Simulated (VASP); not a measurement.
MgTl: electric field gradients with LDA

MgTl:

```
Mg Tl
1.0
     3.70629    0.00000    0.00000
     0.00000    3.70629    0.00000
     0.00000    0.00000    3.70629
Mg Tl
1 1
Direct
  0.00000 0.00000 0.00000
  0.50000 0.50000 0.50000
```

This cell differs from its parent crystal: volume scaled by 1.06.

```yaml
Program: VASP 6.6.1
Task: electric field gradients
Functional: LDA
Potentials_or_basis: VASP PAW LDA potentials, release 64 (Mg, Tl_d)
Cutoff: 520 eV
k_mesh: 9 × 9 × 9
Occupations: fermi-dirac, width 0.05 eV
Spin: no spin polarisation
Dipole_correction: no
Further_INCAR_settings: ALGO = Normal; EDIFF = 1e-08; NBANDS = 14
```

- Pressure: -4.4 GPa

Levels at points of the mesh, in eV from the Fermi level:
| k point | band 3 | band 4 | band 5 | band 6 | band 7 | band 8 | band 9 | band 10 | band 11 | band 12 |
| --- | --- | --- | --- | --- | --- | --- | --- | --- | --- | --- |
| (0.00, 0.00, 0.00) | -11.39 | -11.39 | -11.39 | -9.27 | 2.31 | 2.31 | 2.31 | 2.83 | 5.23 | 5.23 |

Wall time 23 s on 1 thread of Intel(R) Xeon(R) Platinum 8259CL CPU @ 2.50GHz (Skylake/Cascade Lake), on a shared host, peak memory 0.15 GiB.

Caveat: without QUAD_EFG the Cq values of the log hold for a quadrupole moment of 1 mb, not for the nuclei; spin-orbit coupling is left out, which moves the levels of the heavy elements.
